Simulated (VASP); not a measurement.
Here is a VASP 6.6.1 calculation.

File INCAR:

```
SYSTEM = InSb3
PREC     = Accurate       ! precision mode
ENCUT    = 520            ! plane-wave cutoff, eV
EDIFF    = 1E-7           ! SCF threshold, eV
ISMEAR   = 0              ! smearing method
SIGMA    = 0.15           ! smearing width, eV
LREAL    = .FALSE.        ! projectors in reciprocal space
LASPH    = .TRUE.         ! aspherical terms in the spheres
NELM     = 100            ! most SCF steps
ALGO     = Normal         ! electronic algorithm
ISIF     = 2              ! what is computed and relaxed
LWAVE    = .FALSE.        ! write WAVECAR
LCHARG   = .FALSE.        ! write CHGCAR
GGA      = PS             ! functional
IVDW     = 12             ! dispersion correction
NBANDS   = 22             ! bands
```

The input KPOINTS:

```
Automatic mesh
0
G
  12 12 12
  0 0 0
```

The input POSCAR:

```
InSb3
1.0
    0.0000000000      3.8085490580      3.6620664019
    3.5155837458      0.0000000000      3.6620664019
    3.5155837458      3.8085490580      0.0000000000
In Sb
1 3
Direct
    0.0000000000      0.0000000000      0.0000000000
    0.2500000000      0.2500000000      0.2500000000
    0.7500000000      0.7500000000      0.7500000000
    0.5000000000      0.5000000000      0.5000000000
```

Potentials or basis: VASP PAW PBE potentials, release 64 (In_d, Sb).

Run with:

```bash
$ cat potpaw_PBE.64/In_d/POTCAR potpaw_PBE.64/Sb/POTCAR > POTCAR
$ mpirun -np 1 vasp_std > vasp.out
```

What does it give for the dispersion energy per atom?

-0.512 eV.

What does it give for the band gap on the k mesh?

Zero (bands 14 and 15 overlap by 3.77 eV).

Predict the pressure.

0.6 GPa.

Stress tensor (GPa, compression positive):
```
 1.42  0.00  0.00
 0.00 -0.61  0.00
 0.00  0.00  0.89
```

Caveat: the cell differs from its parent crystal (strain -0.0400 x Voigt [1, -1, 0, 0, 0, 0]); the PAW data sets were made with another functional, which shifts forces and pressure a little; spin-orbit coupling is left out, which moves the levels of the heavy elements.
